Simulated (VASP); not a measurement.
Here is a VASP 6.6.1 calculation.

The input INCAR:

```
SYSTEM = ZnSe
ALGO = Normal
EDIFF = 1E-6
ENCUT = 520
ISIF = 2
ISMEAR = 0
LASPH = .TRUE.
LCHARG = .TRUE.
LELF = .TRUE.
LREAL = .FALSE.
LVHAR = .TRUE.
LWAVE = .FALSE.
NBANDS = 16
NELM = 80
PREC = Accurate
SIGMA = 0.05
```

Contents of KPOINTS:

```
k-points
0
G
  10 10 10
  0 0 0
```

The input POSCAR:

```
ZnSe
1.0
    0.0000000000      2.5604686950      3.0715795286
    3.0715795286      0.0000000000      3.0715795286
    3.0715795286      2.5604686950      0.0000000000
Zn Se
1 1
Direct
    0.0000000000      0.0000000000      0.0000000000
    0.7500000000      0.7500000000      0.7500000000
```

Potentials or basis: VASP PAW LDA potentials, release 64 (Zn, Se).

Command:

```bash
$ cat potpaw_LDA.64/Zn/POTCAR potpaw_LDA.64/Se/POTCAR > POTCAR
$ mpirun -np 1 vasp_std > vasp.out
```

What does it give for the pressure?

-6.6 GPa.

What does it give for the band gap on the k mesh?

0.43 eV, direct.

Stress tensor (GPa, compression positive):
```
-8.41  0.00  0.00
 0.00 -2.90  0.00
 0.00  0.00 -8.41
```
